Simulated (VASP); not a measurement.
# CsAs2 (Fm-3m) in VASP: single point with PBE

Aim: the single point of CsAs2 with PBE.

Everything below comes from runs of VASP 6.6.1. Logs are shortened: lines on timing, memory, paths and dates and some standing lists are left out, and cuts for length are marked.

### Step 1. The cell of the first run

Symmetry: Fm-3m, No. 225, cubic system. Conventional cell: a = 7.670 Å, b = 7.670 Å, c = 7.670 Å, α = 90.00°, β = 90.00°, γ = 90.00°. Within 4.4 Å of Cs (site symmetry m-3m) lie 8 As at 3.32 Å. Within 4.4 Å of As (site symmetry -43m) lie 4 Cs at 3.32 Å and 6 As at 3.83 Å.

### Step 2. Single point, PBE

INCAR reads:

```
SYSTEM = CsAs2
  ALGO = Normal
  EDIFF = 1E-7
  ENCUT = 520
  GGA = PE
  ISIF = 2
  ISMEAR = 0
  LASPH = .TRUE.
  LCHARG = .FALSE.
  LREAL = .FALSE.
  LWAVE = .FALSE.
  NBANDS = 16
  NELM = 80
  PREC = Accurate
  SIGMA = 0.1
```

KPOINTS reads:

```
k-points
0
G
  10 10 10
  0 0 0
```

POSCAR reads:

```
CsAs2
1.0
    0.0000000000      3.8347866395      3.8347866395
    3.8347866395      0.0000000000      3.8347866395
    3.8347866395      3.8347866395      0.0000000000
Cs As
1 2
Direct
    0.0000000000      0.0000000000      0.0000000000
    0.2500000000      0.2500000000      0.2500000000
    0.7500000000      0.7500000000      0.7500000000
```

Potentials or basis: VASP PAW PBE potentials, release 64 (Cs_sv, As).

The run is started by

```
$ cat potpaw_PBE.64/Cs_sv/POTCAR potpaw_PBE.64/As/POTCAR > POTCAR
$ mpirun -np 1 vasp_std > vasp.out
```

OUTCAR:

```text
SYSTEM = CsAs2
   EDIFF = 1E-7
   ENCUT = 520
   GGA = PE
   ISIF = 2
   ISMEAR = 0
   LASPH = .TRUE.
   LREAL = .FALSE.
   NELM = 80
   PREC = Accurate

 ion  position               nearest neighbor table
   1  0.000  0.000  0.000-
   2  0.250  0.250  0.250-
   3  0.750  0.750  0.750-

  LATTYP: Found a face centered cubic cell.
 ALAT       =     7.6695732790

  Lattice vectors:

 A1 = (   0.0000000000,   3.8347866395,   3.8347866395)
 A2 = (   3.8347866395,   0.0000000000,   3.8347866395)
 A3 = (   3.8347866395,   3.8347866395,   0.0000000000)

Analysis of symmetry for initial positions (statically):
=====================================================================
 Subroutine PRICEL returns:
 Original cell was already a primitive cell.

 Routine SETGRP: Setting up the symmetry group for a
 face centered cubic supercell.

 Subroutine GETGRP returns: Found 48 space group operations
 (whereof 48 operations were pure point group operations)
 out of a pool of 48 trial point group operations.

The static configuration has the point symmetry O_h .

Analysis of symmetry for dynamics (positions and initial velocities):
=====================================================================
 Subroutine PRICEL returns:
 Original cell was already a primitive cell.

 Routine SETGRP: Setting up the symmetry group for a
 face centered cubic supercell.

 Subroutine GETGRP returns: Found 48 space group operations
 (whereof 48 operations were pure point group operations)
 out of a pool of 48 trial point group operations.

The dynamic configuration has the point symmetry O_h .

 Subroutine INISYM returns: Found 48 space group operations
 (whereof 48 operations are pure point group operations),
 and found     1 'primitive' translations

----------------------------------------------------------------------------------------

                                     Primitive cell

  volume of cell :     112.7856

  direct lattice vectors                    reciprocal lattice vectors
     0.000000000  3.834786639  3.834786639    -0.130385350  0.130385350  0.130385350
     3.834786639  0.000000000  3.834786639     0.130385350 -0.130385350  0.130385350
     3.834786639  3.834786639  0.000000000     0.130385350  0.130385350 -0.130385350

  length of vectors
     5.423207274  5.423207274  5.423207274     0.225834052  0.225834052  0.225834052

  position of ions in fractional coordinates (direct lattice)
     0.000000000  0.000000000  0.000000000
     0.250000000  0.250000000  0.250000000
     0.750000000  0.750000000  0.750000000

  ion indices of the primitive-cell ions
   primitive index   ion index
                 1           1
                 2           2
                 3           3

----------------------------------------------------------------------------------------

 KPOINTS: k-points

Automatic generation of k-mesh.
 Grid dimensions read from file:
 generate k-points for:   10   10   10

 Generating k-lattice:

  Cartesian coordinates                     Fractional coordinates (reciprocal lattice)
    -0.013038535  0.013038535  0.013038535     0.100000000  0.000000000  0.000000000
     0.013038535 -0.013038535  0.013038535     0.000000000  0.100000000  0.000000000
     0.013038535  0.013038535 -0.013038535     0.000000000  0.000000000  0.100000000

  Length of vectors
     0.022583405  0.022583405  0.022583405

  Shift w.r.t. Gamma in fractional coordinates (k-lattice)
     0.000000000  0.000000000  0.000000000

 Subroutine IBZKPT returns following result:
 ===========================================

 Found     47 irreducible k-points:

 Following reciprocal coordinates:
            Coordinates               Weight
  0.000000  0.000000  0.000000      1.000000
  0.100000  0.000000  0.000000      8.000000
  0.200000  0.000000  0.000000      8.000000
  0.300000  0.000000  0.000000      8.000000
  0.400000  0.000000  0.000000      8.000000
  0.500000  0.000000  0.000000      4.000000
[... 16 lines left out ...]
  0.300000  0.300000  0.000000      6.000000
  0.400000  0.300000  0.000000     24.000000
 [... further k-points ...]
   k-points           NKPTS =     47   k-points in BZ     NKDIM =     47   number of bands    NBANDS=     16
   number of dos      NEDOS =    301   number of ions     NIONS =      3
   total plane-waves  NPLWV =  64000
   dimension x,y,z NGX =    40 NGY =   40 NGZ =   40
   dimension x,y,z NGXF=    80 NGYF=   80 NGZF=   80
   ions per type =               1   2
   NGX,Y,Z   is equivalent  to a cutoff of  12.26, 12.26, 12.26 a.u.
   NGXF,Y,Z  is equivalent  to a cutoff of  24.52, 24.52, 24.52 a.u.
 SYSTEM =  CsAs2
   PREC   = accura    normal or accurate (medium, high low for compatibility)
   ISTART =      0    job   : 0-new  1-cont  2-samecut
   ICHARG =      2    charge: 1-file 2-atom 10-const
   ISPIN  =      1    spin polarized calculation?
   LNONCOLLINEAR =      F non collinear calculations
   LSORBIT =      F    spin-orbit coupling
   LASPH  =      T    aspherical Exc in radial PAW
   ENCUT  =  520.0 eV  38.22 Ry    6.18 a.u.  10.08 10.08 10.08*2*pi/ulx,y,z
   NELM   =     80;   NELMIN=  2; NELMDL= -5     # of ELM steps
   EDIFF  = 0.1E-06   stopping-criterion for ELM
   LREAL  =      F    real-space projection
   EDIFFG = 0.1E-05   stopping-criterion for IOM
   NSW    =      0    number of steps for IOM
   IBRION =     -1    ionic relax: 0-MD 1-quasi-New 2-CG
   NFREE  =      0    steps in history (QN), initial steepest desc. (CG)
   ISIF   =      2    stress and relaxation
   ISYM   =      2    0-nonsym 1-usesym 2-fastsym
   POTIM  = 0.5000    time-step for ionic-motion
   TEBEG  =    0.0;   TEEND  =   0.0 temperature during run
   PSTRESS=    0.0 pullay stress
   NELECT =      19.0000    total number of electrons
   NUPDOWN=      -1.0000    fix difference up-down
   EMIN   =  10.00;   EMAX   =-10.00  energy-range for DOS
   EFERMI =   0.00;   METHOD = LEGACY
   ISMEAR =     0;   SIGMA  =   0.10  broadening in eV -4-tet -1-fermi 0-gaus
   EFERMI_NEDOS =   21; number of points for ismear=-14 and -15
   IALGO  =     38    algorithm
   IMIX   =      4    mixing-type and parameters
     AMIX     =   0.40;   BMIX     =  1.00
     AMIX_MAG =   1.60;   BMIX_MAG =  1.00
  volume/ion in A,a.u.               =      37.60       253.70
  Fermi-wavevector in a.u.,A,eV,Ry     =   0.904152  1.708600 11.122640  0.817491
  Thomas-Fermi vector in A             =   2.027564
   LORBIT       =      0    0 simple, 1 ext, 2 COOP (PROOUT), +10 PAW based schemes
   GGA     = PE    functional components
   LHFCALC =     F    Hartree Fock is set to
   AEXX    =    0.0000 exact exchange contribution
   IVDW    =     0    specifies the selected vdW correction
   LEPSILON=     F    determine dielectric tensor
   LRPA    =     F    only Hartree local field effects (RPA)
 non-spin polarized calculation
 Gauss-broadening in eV      SIGMA  =   0.10
  energy-cutoff  :      520.00
  volume of cell :      112.79
 maximum number of plane-waves:      3071
   NGX = 21   NGY = 21   NGZ = 21

 number of electron      18.9999997 magnetization

 Free energy of the ion-electron system (eV)
  ---------------------------------------------------
  ext. energy  EPLUGINS =         0.00000000
  ---------------------------------------------------
  free energy    TOTEN  =        -7.12830974 eV

  energy without entropy =       -7.10693746  energy(sigma->0) =       -7.11762360

 E-fermi :   1.0816     XC(G=0):  -8.1471

 val. band max:        1.0812650942   @ k =   0.3000   0.3000   0.0000
 cond. band min:       1.0847860713   @ k =   0.2000   0.1000   0.0000
 fundamental gap:      0.0035209771
 Fermi energy:         1.0816105477

 k-point     1 :       0.0000    0.0000    0.0000
  band No.  band energies     occupation
      1     -19.6544      2.00000
      2      -9.0441      2.00000
      3      -7.9381      2.00000
      4      -6.6636      2.00000
      5      -6.6636      2.00000
      6      -6.6636      2.00000
[... 8 lines left out ...]
     15       5.8494      0.00000
     16       8.6268      0.00000

 k-point     2 :       0.1000    0.0000    0.0000
  band No.  band energies     occupation
      1     -19.6520      2.00000
      2      -9.0753      2.00000
      3      -7.9812      2.00000
      4      -6.6723      2.00000
      5      -6.6723      2.00000
      6      -6.6009      2.00000
[... 8 lines left out ...]
     15       6.1233      0.00000
     16       8.1902      0.00000

 k-point     3 :       0.2000    0.0000    0.0000
  band No.  band energies     occupation
      1     -19.6457      2.00000
      2      -9.1394      2.00000
      3      -8.1215      2.00000
      4      -6.6947      2.00000
      5      -6.6947      2.00000
      6      -6.4120      2.00000
[... 8 lines left out ...]
     15       6.6109      0.00000
     16       7.7774      0.00000

 k-point     4 :       0.3000    0.0000    0.0000
  band No.  band energies     occupation
      1     -19.6378      2.00000
      2      -9.1870      2.00000
      3      -8.3268      2.00000
      4      -6.7218      2.00000
      5      -6.7218      2.00000
      6      -6.1486      2.00000
[... 8 lines left out ...]
     15       6.6230      0.00000
     16       8.4297      0.00000

 k-point     5 :       0.4000    0.0000    0.0000
  band No.  band energies     occupation
      1     -19.6314      2.00000
      2      -9.1976      2.00000
      3      -8.5134      2.00000
      4      -6.7432      2.00000
      5      -6.7432      2.00000
      6      -5.9187      2.00000
[... 8 lines left out ...]
     15       6.8069      0.00000
     16       8.7775      0.00000

 k-point     6 :       0.5000    0.0000    0.0000
  band No.  band energies     occupation
      1     -19.6290      2.00000
      2      -9.1924      2.00000
      3      -8.5917      2.00000
      4      -6.7513      2.00000
      5      -6.7513      2.00000
      6      -5.8269      2.00000
[... 8 lines left out ...]
     15       7.2284      0.00000
     16       7.9881      0.00000

 k-point     7 :       0.1000    0.1000    0.0000
  band No.  band energies     occupation
      1     -19.6512      2.00000
      2      -9.0872      2.00000
      3      -7.9893      2.00000
      4      -6.6852      2.00000
      5      -6.6852      2.00000
      6      -6.5651      2.00000
[... 8 lines left out ...]
     15       6.3112      0.00000
     16       8.3637      0.00000

 k-point     8 :       0.2000    0.1000    0.0000
  band No.  band energies     occupation
      1     -19.6462      2.00000
      2      -9.1419      2.00000
      3      -8.0901      2.00000
      4      -6.7110      2.00000
      5      -6.6841      2.00000
      6      -6.4349      2.00000
[... 8 lines left out ...]
     15       6.6615      0.00000
     16       7.9586      0.00000

 k-point     9 :       0.3000    0.1000    0.0000
  band No.  band energies     occupation
      1     -19.6388      2.00000
      2      -9.1902      2.00000
      3      -8.2853      2.00000
      4      -6.7392      2.00000
      5      -6.6642      2.00000
      6      -6.2303      2.00000
[... 8 lines left out ...]
     15       6.7232      0.00000
     16       8.2571      0.00000
[... 172 lines left out ...]
 k-point    19 :       0.5000    0.2000    0.0000
  band No.  band energies     occupation
      1     -19.6261      2.00000
      2      -9.1799      2.00000
      3      -8.7034      2.00000
      4      -6.7965      2.00000
      5      -6.5150      2.00000
      6      -5.9452      2.00000
[... 8 lines left out ...]
     15       7.5487      0.00000
     16       8.1552      0.00000

 k-point    20 :      -0.4000    0.2000    0.0000
  band No.  band energies     occupation
      1     -19.6256      2.00000
      2      -9.1144      2.00000
      3      -8.8108      2.00000
      4      -6.7812      2.00000
      5      -6.4514      2.00000
      6      -5.9789      2.00000
[... 8 lines left out ...]
     15       7.5679      0.00000
     16       8.1884      0.00000

 k-point    21 :      -0.3000    0.2000    0.0000
  band No.  band energies     occupation
      1     -19.6290      2.00000
      2      -9.1506      2.00000
      3      -8.6778      2.00000
      4      -6.7526      2.00000
      5      -6.4344      2.00000
      6      -6.1237      2.00000
[... 8 lines left out ...]
     15       7.1223      0.00000
     16       8.4238      0.00000

 k-point    22 :      -0.2000    0.2000    0.0000
  band No.  band energies     occupation
      1     -19.6351      2.00000
      2      -9.1830      2.00000
      3      -8.4436      2.00000
      4      -6.7210      2.00000
      5      -6.5170      2.00000
      6      -6.2628      2.00000
[... 8 lines left out ...]
     15       6.8964      0.00000
     16       8.2753      0.00000

 k-point    23 :       0.3000    0.3000    0.0000
  band No.  band energies     occupation
      1     -19.6323      2.00000
      2      -9.2964      2.00000
      3      -8.2612      2.00000
      4      -6.8070      2.00000
      5      -6.8070      2.00000
      6      -5.9824      2.00000
[... 8 lines left out ...]
     15       7.2504      0.00000
     16       8.0098      0.00000

 k-point    24 :       0.4000    0.3000    0.0000
  band No.  band energies     occupation
      1     -19.6272      2.00000
      2      -9.3175      2.00000
      3      -8.3980      2.00000
      4      -6.8312      2.00000
      5      -6.7568      2.00000
      6      -5.8566      2.00000
[... 8 lines left out ...]
     15       7.4268      0.00000
     16       8.1328      0.00000

 [... further k-points ...]

------------------------ aborting loop because EDIFF is reached ----------------------------------------

  FORCE on cell =-STRESS in cart. coord.  units (eV):
  Direction    XX          YY          ZZ          XY          YZ          ZX
  --------------------------------------------------------------------------------------
  -------------------------------------------------------------------------------------
  Total        0.0529042      0.0529042      0.0529042      0.0000000     -0.0000000      0.0000000
  in kB        0.7515319      0.7515319      0.7515319      0.0000000     -0.0000000      0.0000000
  external PRESSURE =       0.7515319 kB  Pullay stress =       0.0000000 kB

 VOLUME and BASIS-vectors are now :
 -----------------------------------------------------------------------------
  energy-cutoff  :      520.00
  volume of cell :      112.79
      direct lattice vectors                 reciprocal lattice vectors
     0.000000000  3.834786639  3.834786639    -0.130385350  0.130385350  0.130385350
     3.834786639  0.000000000  3.834786639     0.130385350 -0.130385350  0.130385350
     3.834786639  3.834786639  0.000000000     0.130385350  0.130385350 -0.130385350

 POSITION                                       TOTAL-FORCE (eV/Angst)
 -----------------------------------------------------------------------------------
      0.00000      0.00000      0.00000         0.000000      0.000000      0.000000
      1.91739      1.91739      1.91739         0.000000     -0.000000      0.000000
      5.75218      5.75218      5.75218        -0.000000      0.000000     -0.000000
 -----------------------------------------------------------------------------------
    total drift:                               -0.000000     -0.000000      0.000000

  FREE ENERGIE OF THE ION-ELECTRON SYSTEM (eV)
  ---------------------------------------------------
  free  energy   TOTEN  =        -7.1283097392 eV

  energy  without entropy=       -7.1069374618  energy(sigma->0) =       -7.11762360
```

Run time: 62 s. Hardware: 1 thread of Intel Xeon Platinum 8259CL at 2.50GHz (Skylake/Cascade Lake), shared host; peak memory 0.28 GiB.

What came out:

```yaml
Free_energy: -7.1283 eV
Pressure: 0.1 GPa
```

Caveat: spin-orbit coupling is left out, which moves the levels of the heavy elements.
